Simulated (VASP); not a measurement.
Wanted: the native input for a VASP 6.6.1 run.

* Task: single point
* Functional: PBEsol
* Potentials or basis: VASP PAW PBE potentials, release 64 (Pt)
* Cutoff: 520 eV
* k mesh: 20 × 20 × 20
* Occupations: gaussian, width 0.15 eV
* Spin: no spin polarisation
* Dipole correction: no
* Further INCAR settings: ALGO = Fast; EDIFF = 1e-06; NBANDS = 11

The structure of Pt lies in POSCAR:

```
Pt
1.0
    0.0000000000      1.8600050000      2.0068475000
    1.8600050000      0.0000000000      2.0068475000
    1.8600050000      1.8600050000      0.0000000000
Pt
1
Direct
    0.0000000000      0.0000000000      0.0000000000
```

This cell differs from its parent crystal: strain -0.050 along x and y, +0.025 along z.

The input as run:

INCAR

```
  PREC = Accurate
  ENCUT = 520
  EDIFF = 1E-6
  ISMEAR = 0
  SIGMA = 0.15
  LREAL = F
  LASPH = T
  NELM = 80
  ALGO = Fast
  ISIF = 2
  LWAVE = F
  LCHARG = T
  GGA = PS
  LELF = T
  LVHAR = T
  NBANDS = 11
```

KPOINTS

```
Automatic mesh
0
Gamma
  20 20 20
```

Potentials or basis: VASP PAW PBE potentials, release 64 (Pt).

Command:

```sh
$ cat potpaw_PBE.64/Pt/POTCAR > POTCAR
$ mpirun -np 1 vasp_std > vasp.out
```

Results of the run:

| Quantity | Value |
| --- | --- |
| Pressure | 29.1 GPa |
| Band gap on the k mesh | zero (bands 5 and 6 overlap by 2.99 eV) |

Caveat: the cell differs from its parent crystal (strain -0.050 along x and y, +0.025 along z); the cell stands under pressure; the PAW data sets were made with another functional, which shifts forces and pressure a little; spin-orbit coupling is left out, which moves the levels of the heavy elements.

Wall time 2.2 min on 1 thread of Intel Xeon 8259CL, with other jobs on the host, peak memory 0.21 GiB.
